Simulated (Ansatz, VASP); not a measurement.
# One calculation of SrO, two programs

```
Sr O
1.0
     0.00000    2.56980    2.51840
     2.56980    0.00000    2.51840
     2.56980    2.56980    0.00000
Sr O
1 1
Direct
  0.00000 0.00000 0.00000
  0.50000 0.50000 0.50000
```

Change from the starting cell: zz strain of -2 %, crystal datasets.

Alike in both runs: task electric field gradients; functional PBE; k mesh 8 × 8 × 8; occupations fermi-dirac, width 0.02 eV; no spin polarisation.

|  | VASP | Ansatz |
| --- | --- | --- |
| version | VASP 6.6.1 | Ansatz 0.2.0 |
| potentials or method | VASP PAW PBE potentials, release 64 (Sr_sv, O), cutoff 520 eV | all-electron PAW with datasets made for the crystal, scalar-relativistic |

```csv
,VASP,Ansatz,Ansatz less VASP
gap on the k mesh at the Fermi level (eV),3.15,3.20,+0.051
pressure (GPa),5.7,5.1,-0.64
"traceless stress, the component that is largest in VASP (GPa)",2.24,2.12,-0.113
size of Vzz on the site where it differs most (V/Å²),22.0,21.7,-0.35
```

Ansatz ran all-electron here, and VASP with PAW potentials.
